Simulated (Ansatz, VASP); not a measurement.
**CoSn in VASP and in Ansatz**

INCAR

```
SYSTEM = CoSn
ALGO     = Fast           ! electronic algorithm
EDIFF    = 1E-6           ! SCF threshold, eV
ENCUT    = 520            ! plane-wave cutoff, eV
GGA      = PE             ! functional
ISIF     = 2              ! what is computed and relaxed
ISMEAR   = 0              ! smearing method
LASPH    = .True.         ! aspherical terms in the spheres
LCHARG   = .False.        ! write CHGCAR
LREAL    = .False.        ! projectors in reciprocal space
LWAVE    = .False.        ! write WAVECAR
NBANDS   = 44             ! bands
NELM     = 60             ! most SCF steps
PREC     = Accurate       ! precision mode
SIGMA    = 0.1            ! smearing width, eV
```

File KPOINTS:

```
k-points
0
Gamma
  12 12 8
  0 0 0
```

POSCAR

```
CoSn
1.0
    5.2965850012      0.0000000000      0.0000000000
   -2.6482925006      4.5869771644      0.0000000000
    0.0000000000      0.0000000000      4.2302876765
Co Sn
3 3
Direct
    0.0000000000      0.5000000000      0.0000000000
    0.5000000000      0.5000000000      0.0000000000
    0.5000000000      0.0000000000      0.0000000000
    0.6666666667      0.3333333333      0.5000000000
    0.3333333333      0.6666666667      0.5000000000
    0.0000000000      0.0000000000      0.0000000000
```

Input for Ansatz:

```yaml
crystal:
  lattice:
    - [5.2965850012, 0.0, 0.0]
    - [-2.6482925006, 4.5869771644, 0.0]
    - [0.0, 0.0, 4.2302876765]
  atoms:
    - { symbol: Co, position: [0.0, 0.5, 0.0] }
    - { symbol: Co, position: [0.5, 0.5, 0.0] }
    - { symbol: Co, position: [0.5, 0.0, 0.0] }
    - { symbol: Sn, position: [0.6666666667, 0.3333333333, 0.5] }
    - { symbol: Sn, position: [0.3333333333, 0.6666666667, 0.5] }
    - { symbol: Sn, position: [0.0, 0.0, 0.0] }
basis:
  ecutwfc: 420
kpoints:
  mp_grid: { grid: [12, 12, 8] }
hamiltonian:
  xc: pbe
scf:
  occupations: { method: gaussian, width: 0.1 }
output:
  forces: true
  stress: true
  eigenvalues: true
```

Alike in both runs: task single point; functional PBE; k mesh 12 × 12 × 8; occupations gaussian, width 0.1 eV; no spin polarisation.

```csv
,VASP,Ansatz
version,VASP 6.6.1,Ansatz 0.2.0
potentials or method,"VASP PAW PBE potentials, release 64 (Co, Sn_d), cutoff 520 eV","scalar-relativistic, plane waves, PAW"
valence electrons in the cell,69,93
```

Ansatz gave:

```
gap on the k mesh at the Fermi level (eV) : none
pressure (GPa)                            : 0.0
```

Q: Which values does VASP return?

A: gap on the k mesh at the Fermi level (eV): none; pressure (GPa): -0.1.

A gap of «none» marks a metal or a gap that the smearing closes. With one functional, cell and mesh, what is left measures potentials, basis and numerics. VASP's potentials hold 69 valence electrons a cell and Ansatz's 93, so a difference there can come from the potentials and not from the codes.
